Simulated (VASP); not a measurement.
A run of VASP 6.6.1 is set up as follows.

Contents of INCAR:

```
ALGO = Normal
EDIFF = 1E-6
EDIFFG = -0.3
ENCUT = 520
GGA = CA
IBRION = 2
ISIF = 2
ISMEAR = -1
LASPH = True
LCHARG = False
LREAL = Auto
LWAVE = False
NELM = 80
NSW = 35
PREC = Accurate
SIGMA = 0.02
```

The input KPOINTS:

```
k-points
0
Gamma
  1 1 1
```

The input POSCAR:

```
CF4
1.0
    9.2862710000      0.0000000000      0.0000000000
    0.0000000000      9.2862710000      0.0000000000
    0.0000000000      0.0000000000      9.2862710000
C F
8 32
Direct
    0.3439988000      0.9030561000      0.6029050000
    0.4758450000      0.5100066000      0.3644455000
    0.5961866000      0.1726884000      0.9687718000
    0.9374128000      0.9656001000      0.5430773000
    0.9742335000      0.6679419000      0.9933203000
    0.1034017000      0.3896751000      0.7047422000
    0.9654089000      0.4040924000      0.2937937000
    0.4679624000      0.6229044000      0.9336364000
    0.2783493000      0.9615939000      0.4899777000
    0.2805736000      0.7790724000      0.6359865000
    0.4815295000      0.8793053000      0.5711195000
    0.3355428000      0.9922530000      0.7145361000
    0.6012907000      0.5767862000      0.3815616000
    0.4009685000      0.5748720000      0.2611252000
    0.4990220000      0.3735209000      0.3280643000
    0.4020988000      0.5148473000      0.4870308000
    0.7040928000      0.2353048000      1.0389468000
    0.6399933000      0.0469196000      0.9163096000
    0.4868070000      0.1514153000      1.0586199000
    0.5538531000      0.2571138000      0.8612111000
    0.9424068000      1.0111276000      0.6786922000
    1.0418453000      1.0282331000      0.4678440000
    0.9548127000      0.8235602000      0.5397600000
    0.8105863000      0.9994795000      0.4860130000
    1.0145711000      0.7306373000      0.8711267000
    1.0187160000      0.7466619000      1.1042868000
    0.8315345000      0.6572013000      0.9965952000
    1.0321124000      0.5372672000      1.0012723000
    0.0066045000      0.2890673000      0.6731594000
    0.0556936000      0.5172653000      0.6607674000
    0.1245068000      0.3928212000      0.8462830000
    0.2268019000      0.3595466000      0.6387592000
    0.8827068000      0.5021452000      0.3573163000
    0.8923874000      0.3415489000      0.1877501000
    1.0821429000      0.4674621000      0.2404406000
    1.0043986000      0.3052135000      0.3896680000
    0.5424195000      0.5921037000      0.8153294000
    0.5110607000      0.7491110000      0.9856319000
    0.3285378000      0.6294732000      0.9019073000
    0.4898316000      0.5209296000      1.0316771000
```

Potentials or basis: VASP PAW LDA potentials, release 64 (C, F).

Run with:

```bash
$ cat potpaw_LDA.64/C/POTCAR potpaw_LDA.64/F/POTCAR > POTCAR
$ mpirun -np 1 vasp_gam > vasp.out
```

Problem. Predict the energy gained by relaxing.

Solution. 10.3 meV/atom.

Problem. Estimate the band gap on the k mesh.

Solution. 8.74 eV.

Step by step:
| step | energy change (eV) | largest force (eV/Å) | pressure (GPa) |
| --- | --- | --- | --- |
| 1 | 0.0000 | 1.1178 | -0.19 |
| 2 | -0.0026 | 1.9874 | 0.96 |
| 3 | -0.0536 | 0.8519 | 0.38 |
| 4 | -0.1158 | 0.5572 | 0.40 |
| 5 | -0.1165 | 0.6534 | 0.40 |
| 6 | -0.1657 | 0.4482 | -0.06 |
| 7 | -0.1832 | 0.6028 | -0.56 |
| 8 | -0.2284 | 0.4929 | -0.53 |
| 9 | -0.2947 | 0.5387 | -0.44 |
| 10 | -0.3386 | 0.4188 | -0.08 |
| 11 | -0.3397 | 0.4710 | -0.01 |
| 12 | -0.3817 | 0.3061 | -0.02 |
| 13 | -0.4016 | 0.4117 | -0.04 |
| 14 | -0.4051 | 0.5144 | -0.49 |
| 15 | -0.4109 | 0.1591 | -0.29 |

Caveat: the k points lie up to 0.68 Å⁻¹ apart; the relaxation stopped at a loose force limit of 0.3 eV/Å, so its end isn't a converged minimum.
